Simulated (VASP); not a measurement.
Wanted: the native input for a VASP 6.6.1 run.

| Item | Value |
| --- | --- |
| Task | single point |
| Functional | PBEsol |
| Potentials or basis | VASP PAW PBE potentials, release 64 (Sc_sv, Al) |
| Cutoff | 520 eV |
| k mesh | 16 × 16 × 16 |
| Occupations | gaussian, width 0.1 eV |
| Spin | no spin polarisation |
| Dipole correction | no |
| Further INCAR settings | ALGO = Fast; EDIFF = 1e-06; NBANDS = 14 |

The structure of ScAl lies in POSCAR:

```
ScAl
1.0
    3.3444038945      0.0000000000      0.0000000000
    0.0000000000      3.3444038945      0.0000000000
    0.0000000000      0.0000000000      3.3444038945
Sc Al
1 1
Direct
    0.5000000000      0.5000000000      0.5000000000
    0.0000000000      0.0000000000      0.0000000000
```

One way to write it, as run:

INCAR

```
  PREC = Accurate
  ENCUT = 520
  EDIFF = 1E-6
  ISMEAR = 0
  SIGMA = 0.1
  LREAL = False
  LASPH = True
  NELM = 100
  ALGO = Fast
  ISIF = 2
  LWAVE = False
  LCHARG = False
  GGA = PS
  NBANDS = 14
```

KPOINTS

```
Automatic mesh
0
Gamma
  16 16 16
```

Potentials or basis: VASP PAW PBE potentials, release 64 (Sc_sv, Al).

Command:

```console
$ cat potpaw_PBE.64/Sc_sv/POTCAR potpaw_PBE.64/Al/POTCAR > POTCAR
$ mpirun -np 1 vasp_std > vasp.out
```

It gave:

The pressure is 0.2 GPa and the band gap on the k mesh is zero (band 7 reaches 6.47 eV, above the bottom of band 8 at 5.29 eV).

Caveat: the PAW data sets were made with another functional, which shifts forces and pressure a little.

Run time: 79 s on 1 thread of Intel(R) Xeon(R) Platinum 8375C CPU @ 2.90GHz (Ice Lake), with other jobs on the host, peak memory 0.22 GiB.
